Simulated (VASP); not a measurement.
A run of VASP 6.6.1 is set up as follows.

File POSCAR:

```
AlAs
1.0
    0.0000000000      2.8304000000      2.8304000000
    2.8304000000      0.0000000000      2.8304000000
    2.8304000000      2.8304000000      0.0000000000
Al As
1 1
Direct
    0.0000000000      0.0000000000      0.0000000000
    0.2500000000      0.2500000000      0.2500000000
```

Contents of INCAR.step1:

```
SYSTEM = AlAs
PREC = Accurate
ENCUT = 400
EDIFF = 1E-5
ISMEAR = 0
SIGMA = 0.01
LREAL = .False.
LASPH = .True.
NELM = 120
ALGO = Normal
ISIF = 2
LWAVE = .True.
NBANDS = 16
GGA = PE
GGA_COMPAT = .False.
```

File INCAR.step2:

```
SYSTEM = AlAs
PREC = Accurate
ENCUT = 400
EDIFF = 1E-6
ISMEAR = 0
SIGMA = 0.01
LREAL = .False.
LASPH = .True.
NELM = 120
ALGO = Normal
ISIF = 2
LWAVE = .False.
LCHARG = .True.
GGA = PE
LHFCALC = .True.
AEXX = 0.35
PRECFOCK = Normal
LELF = .True.
LVHAR = .True.
NBANDS = 16
ISTART = 1
GGA_COMPAT = .False.
```

KPOINTS

```
Automatic mesh
0
Gamma
  4 4 4
  0 0 0
```

Potentials or basis: VASP PAW PBE potentials, release 64 (Al, As_d).

Command:

```console
$ cat potpaw_PBE.64/Al/POTCAR potpaw_PBE.64/As_d/POTCAR > POTCAR
$ cp INCAR.step1 INCAR
$ mpirun -np 1 vasp_std > vasp.out
$ cp INCAR.step2 INCAR
$ mpirun -np 1 vasp_std > vasp.out
```

Task: What does it give for the pressure?

Result: 0.2 GPa.

Task: Estimate the band gap on the k mesh.

Result: 3.38 eV (least direct gap 4.35 eV).

Caveat: the k points lie up to 0.48 Å⁻¹ apart; the PAW data sets were made with another functional, which shifts forces and pressure a little. A k mesh can miss the band edges.
